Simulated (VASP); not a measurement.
Nb, 1 atom in the cell. Symmetry: Im-3m, No. 229, cubic system. The conventional cell has a = 3.271 Å, b = 3.271 Å, c = 3.271 Å, α = 90.00°, β = 90.00°, γ = 90.00°. Within 3.7 Å of Nb (site symmetry m-3m) lie 14 Nb at 2.83 to 3.27 Å.  This cell differs from its parent crystal: volume scaled by 0.95.

```yaml
Program: VASP 6.6.1
Task: electric field gradients
Functional: PBE
Potentials_or_basis: VASP PAW PBE potentials, release 64 (Nb_sv)
Cutoff: 400 eV
k_mesh: 15 × 15 × 15
Occupations: fermi-dirac, width 0.03 eV
Spin: no spin polarisation
Dipole_correction: no
Further_INCAR_settings: ALGO = Normal; EDIFF = 1e-08; NBANDS = 12
```

Potentials or basis: VASP PAW PBE potentials, release 64 (Nb_sv).

Launch:

```sh
$ cat potpaw_PBE.64/Nb_sv/POTCAR > POTCAR
$ mpirun -np 1 vasp_std > vasp.out
```

Hardware: 1 thread of Intel(R) Xeon(R) Platinum 8259CL CPU @ 2.50GHz (Skylake/Cascade Lake) (shared host).

**Question.** Estimate the wall time of this run.

**Answer.** Run time: 16 s on 1 thread of Intel(R) Xeon(R) Platinum 8259CL CPU @ 2.50GHz (Skylake/Cascade Lake), on a shared host, peak memory 0.12 GiB. Counts: scf iterations 14, k points 120.
